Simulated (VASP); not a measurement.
# Sc (Cmce) in VASP: single point with r2SCAN

Aim: the single point of Sc with r2SCAN.

Everything below comes from runs of VASP 6.6.1. Logs are shortened: lines on timing, memory, paths and dates and some standing lists are left out, and cuts for length are marked.

## Step 1: The cell of the first run

The typed cell holds 4 atoms: a = 5.876 Å, b = 5.876 Å, c = 5.216 Å, α = 90.00°, β = 90.00°, γ = 145.80°.

## Step 2: Single point, r2SCAN

Contents of POSCAR:

```
Sc
1.0
    1.7279067001     -5.6166485905      0.0000000000
    1.7279067001      5.6166485905      0.0000000000
    0.0000000000      0.0000000000      5.2158106904
Sc
4
Direct
    0.1394225822      0.8605774178      1.0000523494
    0.6394225822      0.3605774178      0.4999476506
    0.8605774178      0.1394225822     -0.0000523494
    0.3605774178      0.6394225822      0.5000523494
```

Contents of INCAR.step1:

```
PREC = Accurate
ENCUT = 520
ISMEAR = 0
SIGMA = 0.1
LREAL = F
LASPH = T
NELM = 100
NBANDS = 30
GGA = PE
ALGO = Normal
EDIFF = 1E-4
LWAVE = T
LCHARG = F
```

Contents of INCAR.step2:

```
PREC = Accurate
ENCUT = 520
EDIFF = 1E-6
ISMEAR = 0
SIGMA = 0.1
LREAL = F
LASPH = T
NELM = 100
ALGO = Normal
ISIF = 2
LWAVE = F
LCHARG = F
METAGGA = R2SCAN
LMIXTAU = T
NBANDS = 30
ISTART = 1
```

Contents of KPOINTS:

```
Automatic mesh
0
Gamma
  6 6 4
```

Potentials or basis: VASP PAW PBE potentials, release 64 (Sc_sv).

On the command line:

```
cat potpaw_PBE.64/Sc_sv/POTCAR > POTCAR
cp INCAR.step1 INCAR
mpirun -np 1 vasp_std > vasp.out
cp INCAR.step2 INCAR
mpirun -np 1 vasp_std > vasp.out
```

OUTCAR:

```text
PREC = Accurate
   ENCUT = 520
   EDIFF = 1E-6
   ISMEAR = 0
   LREAL = F
   LASPH = T
   NELM = 100
   ISIF = 2
   METAGGA = R2SCAN
   ISTART = 1

 ion  position               nearest neighbor table
   1  0.139  0.861  0.000-   3 3.03   3 3.03   2 3.13   2 3.13   2 3.13   2 3.13   3 3.13
   2  0.639  0.361  0.500-   4 3.03   4 3.03   1 3.13   1 3.13   1 3.13   1 3.13   4 3.13
   3  0.861  0.139  1.000-   1 3.03   1 3.03   4 3.13   4 3.13   4 3.13   4 3.13   1 3.13
   4  0.361  0.639  0.500-   2 3.03   2 3.03   3 3.13   3 3.13   3 3.13   3 3.13   2 3.13

  LATTYP: Found a base centered orthorhombic cell.
 ALAT       =     3.4558134002
 B/A-ratio  =     3.2505508487
 C/A-ratio  =     1.5092859730

  Lattice vectors:

 A1 = (   1.7279067001,  -5.6166485905,   0.0000000000)
 A2 = (   1.7279067001,   5.6166485905,   0.0000000000)
 A3 = (   0.0000000000,   0.0000000000,   5.2158106904)

Analysis of symmetry for initial positions (statically):
=====================================================================
 Subroutine PRICEL returns:
 Original cell was already a primitive cell.

 Routine SETGRP: Setting up the symmetry group for a
 base centered orthorhombic supercell.

 Subroutine GETGRP returns: Found  8 space group operations
 (whereof  4 operations were pure point group operations)
 out of a pool of  8 trial point group operations.

The static configuration has the point symmetry C_2h.
 The point group associated with its full space group is D_2h.

Analysis of symmetry for dynamics (positions and initial velocities):
=====================================================================
 Subroutine PRICEL returns:
 Original cell was already a primitive cell.

 Routine SETGRP: Setting up the symmetry group for a
 base centered orthorhombic supercell.

 Subroutine GETGRP returns: Found  8 space group operations
 (whereof  4 operations were pure point group operations)
 out of a pool of  8 trial point group operations.

The dynamic configuration has the point symmetry C_2h.
 The point group associated with its full space group is D_2h.

 Subroutine INISYM returns: Found  8 space group operations
 (whereof  4 operations are pure point group operations),
 and found     1 'primitive' translations

----------------------------------------------------------------------------------------

                                     Primitive cell

  volume of cell :     101.2394

  direct lattice vectors                    reciprocal lattice vectors
     1.727906700 -5.616648590  0.000000000     0.289367476 -0.089021058  0.000000000
     1.727906700  5.616648590  0.000000000     0.289367476  0.089021058  0.000000000
     0.000000000  0.000000000  5.215810690     0.000000000  0.000000000  0.191724750

  length of vectors
     5.876427737  5.876427737  5.215810690     0.302751193  0.302751193  0.191724750

  position of ions in fractional coordinates (direct lattice)
     0.139422582  0.860577418  0.000052349
     0.639422582  0.360577418  0.499947651
     0.860577418  0.139422582  0.999947651
     0.360577418  0.639422582  0.500052349

  ion indices of the primitive-cell ions
   primitive index   ion index
                 1           1
                 2           2
                 3           3
                 4           4

----------------------------------------------------------------------------------------

 KPOINTS: Automatic mesh

Automatic generation of k-mesh.
 Grid dimensions read from file:
 generate k-points for:    6    6    4

 Generating k-lattice:

  Cartesian coordinates                     Fractional coordinates (reciprocal lattice)
     0.048227913 -0.014836843  0.000000000     0.166666667 -0.000000000  0.000000000
     0.048227913  0.014836843  0.000000000    -0.000000000  0.166666667  0.000000000
     0.000000000  0.000000000  0.047931187     0.000000000  0.000000000  0.250000000

  Length of vectors
     0.050458532  0.050458532  0.047931187

  Shift w.r.t. Gamma in fractional coordinates (k-lattice)
     0.000000000  0.000000000  0.000000000

 Subroutine IBZKPT returns following result:
 ===========================================

 Found     39 irreducible k-points:

 Following reciprocal coordinates:
            Coordinates               Weight
  0.000000  0.000000  0.000000      1.000000
  0.166667  0.000000  0.000000      4.000000
  0.333333  0.000000  0.000000      4.000000
  0.500000  0.000000  0.000000      2.000000
  0.166667  0.166667  0.000000      2.000000
  0.333333  0.166667  0.000000      4.000000
[... 16 lines left out ...]
  0.333333  0.333333  0.250000      4.000000
  0.500000  0.333333  0.250000      8.000000
 [... further k-points ...]
   k-points           NKPTS =     39   k-points in BZ     NKDIM =     39   number of bands    NBANDS=     30
   number of dos      NEDOS =    301   number of ions     NIONS =      4
   total plane-waves  NPLWV =  92160
   dimension x,y,z NGX =    48 NGY =   48 NGZ =   40
   dimension x,y,z NGXF=    96 NGYF=   96 NGZF=   80
   ions per type =               4
   NGX,Y,Z   is equivalent  to a cutoff of  13.58, 13.58, 12.75 a.u.
   NGXF,Y,Z  is equivalent  to a cutoff of  27.16, 27.16, 25.50 a.u.
 SYSTEM =  unknown system
   PREC   = accura    normal or accurate (medium, high low for compatibility)
   ISTART =      1    job   : 0-new  1-cont  2-samecut
   ICHARG =      0    charge: 1-file 2-atom 10-const
   ISPIN  =      1    spin polarized calculation?
   LNONCOLLINEAR =      F non collinear calculations
   LSORBIT =      F    spin-orbit coupling
   LASPH  =      T    aspherical Exc in radial PAW
   ENCUT  =  520.0 eV  38.22 Ry    6.18 a.u.  10.93 10.93  9.70*2*pi/ulx,y,z
   NELM   =    100;   NELMIN=  2; NELMDL=  0     # of ELM steps
   EDIFF  = 0.1E-05   stopping-criterion for ELM
   LREAL  =      F    real-space projection
   EDIFFG = 0.1E-04   stopping-criterion for IOM
   NSW    =      0    number of steps for IOM
   IBRION =     -1    ionic relax: 0-MD 1-quasi-New 2-CG
   NFREE  =      0    steps in history (QN), initial steepest desc. (CG)
   ISIF   =      2    stress and relaxation
   ISYM   =      2    0-nonsym 1-usesym 2-fastsym
   POTIM  = 0.5000    time-step for ionic-motion
   TEBEG  =    0.0;   TEEND  =   0.0 temperature during run
   PSTRESS=    0.0 pullay stress
   NELECT =      44.0000    total number of electrons
   NUPDOWN=      -1.0000    fix difference up-down
   EMIN   =  10.00;   EMAX   =-10.00  energy-range for DOS
   EFERMI =   0.00;   METHOD = LEGACY
   ISMEAR =     0;   SIGMA  =   0.10  broadening in eV -4-tet -1-fermi 0-gaus
   EFERMI_NEDOS =   21; number of points for ismear=-14 and -15
   IALGO  =     38    algorithm
   IMIX   =      4    mixing-type and parameters
     AMIX     =   0.40;   BMIX     =  1.00
     AMIX_MAG =   1.60;   BMIX_MAG =  1.00
  volume/ion in A,a.u.               =      25.31       170.80
  Fermi-wavevector in a.u.,A,eV,Ry     =   1.240060  2.343373 20.922334  1.537748
  Thomas-Fermi vector in A             =   2.374517
   LORBIT       =      0    0 simple, 1 ext, 2 COOP (PROOUT), +10 PAW based schemes
   METAGGA = R2SCAN    functional components
   LHFCALC =     F    Hartree Fock is set to
   AEXX    =    0.0000 exact exchange contribution
   IVDW    =     0    specifies the selected vdW correction
   LEPSILON=     F    determine dielectric tensor
   LRPA    =     F    only Hartree local field effects (RPA)
 non-spin polarized calculation
 Gauss-broadening in eV      SIGMA  =   0.10
  energy-cutoff  :      520.00
  volume of cell :      101.24
 maximum number of plane-waves:      2756
 NGX is ok and might be reduce to    48
   NGX = 21   NGY = 21   NGZ = 19

 number of electron      43.9999996 magnetization

 Free energy of the ion-electron system (eV)
  ---------------------------------------------------
  ext. energy  EPLUGINS =         0.00000000
  ---------------------------------------------------
  free energy    TOTEN  =       -44.69450586 eV

  energy without entropy =      -44.67424951  energy(sigma->0) =      -44.68437769

 E-fermi :   3.5653     XC(G=0): -10.4314

 val. band max:        3.5476610947   @ k =   0.5000   0.1667   0.0000
 cond. band min:       3.5704699839   @ k =   0.3333   0.3333   0.2500
 fundamental gap:      0.0228088893
 Fermi energy:         3.5653449648

 k-point     1 :       0.0000    0.0000    0.0000
  band No.  band energies     occupation
      1     -48.0904      2.00000
      2     -48.0190      2.00000
      3     -48.0167      2.00000
      4     -47.9586      2.00000
      5     -26.0077      2.00000
      6     -25.9598      2.00000
[... 22 lines left out ...]
     29       6.1704      0.00000
     30       6.2709      0.00000

 k-point     2 :       0.1667    0.0000    0.0000
  band No.  band energies     occupation
      1     -48.0792      2.00000
      2     -48.0160      2.00000
      3     -48.0146      2.00000
      4     -47.9645      2.00000
      5     -25.9729      2.00000
      6     -25.9342      2.00000
[... 22 lines left out ...]
     29       6.0404      0.00000
     30       6.1872      0.00000

 k-point     3 :       0.3333    0.0000    0.0000
  band No.  band energies     occupation
      1     -48.0508      2.00000
      2     -48.0113      2.00000
      3     -48.0096      2.00000
      4     -47.9819      2.00000
      5     -25.8799      2.00000
      6     -25.8784      2.00000
[... 22 lines left out ...]
     29       5.6114      0.00000
     30       5.9540      0.00000

 k-point     4 :       0.5000    0.0000    0.0000
  band No.  band energies     occupation
      1     -48.0195      2.00000
      2     -48.0195      2.00000
      3     -48.0021      2.00000
      4     -48.0021      2.00000
      5     -25.8423      2.00000
      6     -25.8423      2.00000
[... 616 lines left out ...]
     29       5.5914      0.00000
     30       5.9602      0.00000

 k-point    23 :       0.3333    0.3333    0.2500
  band No.  band energies     occupation
      1     -48.0314      2.00000
      2     -48.0192      2.00000
      3     -48.0034      2.00000
      4     -47.9997      2.00000
      5     -25.8931      2.00000
      6     -25.8870      2.00000
[... 22 lines left out ...]
     29       5.7258      0.00000
     30       5.8566      0.00000

 k-point    24 :       0.5000    0.3333    0.2500
  band No.  band energies     occupation
      1     -48.0557      2.00000
      2     -48.0228      2.00000
      3     -48.0106      2.00000
      4     -47.9857      2.00000
      5     -25.9127      2.00000
      6     -25.8676      2.00000
[... 22 lines left out ...]
     29       5.6900      0.00000
     30       5.8916      0.00000

 [... further k-points ...]
[... 5 lines left out ...]
  --------------------------------------------------------------------------------------
  -------------------------------------------------------------------------------------
  Total        0.1185054      0.0826969      0.1450212      0.0000000     -0.0000000      0.0000000
  in kB        1.8754236      1.3087313      2.2950536      0.0000000     -0.0000000      0.0000000
  external PRESSURE =       1.8264028 kB  Pullay stress =       0.0000000 kB

 VOLUME and BASIS-vectors are now :
 -----------------------------------------------------------------------------
  energy-cutoff  :      520.00
  volume of cell :      101.24
      direct lattice vectors                 reciprocal lattice vectors
     1.727906700 -5.616648590  0.000000000     0.289367476 -0.089021058  0.000000000
     1.727906700  5.616648590  0.000000000     0.289367476  0.089021058  0.000000000
     0.000000000  0.000000000  5.215810690     0.000000000  0.000000000  0.191724750

 POSITION                                       TOTAL-FORCE (eV/Angst)
 -----------------------------------------------------------------------------------
      1.72791      4.05047      0.00027         0.000000      0.023598     -0.002782
      1.72791     -1.56618      2.60763         0.000000      0.023598      0.002782
      1.72791     -4.05047      5.21554         0.000000     -0.023598      0.002782
      1.72791      1.56618      2.60818         0.000000     -0.023598     -0.002782
 -----------------------------------------------------------------------------------
    total drift:                                0.000000     -0.000000      0.000000

  FREE ENERGIE OF THE ION-ELECTRON SYSTEM (eV)
  ---------------------------------------------------
  free  energy   TOTEN  =       -44.6945058603 eV

  energy  without entropy=      -44.6742495117  energy(sigma->0) =      -44.68437769
```

Wall time 5.7 min (1 thread of Intel Xeon Platinum 8488C (Sapphire Rapids), shared host); peak memory 0.36 GiB.

Results:

* Free energy: -44.6945 eV
* Pressure: 0.2 GPa
* Largest force: 0.024 eV/Å
* Band gap on the k mesh: zero (band 22 reaches 3.59 eV, above the bottom of band 23 at 3.26 eV)

Forces on the atoms (eV/Å):
```
Sc   0.000  0.024 -0.003
Sc   0.000  0.024  0.003
Sc   0.000 -0.024  0.003
Sc   0.000 -0.024 -0.003
```

Caveat: the PAW data sets were made with another functional, which shifts forces and pressure a little.
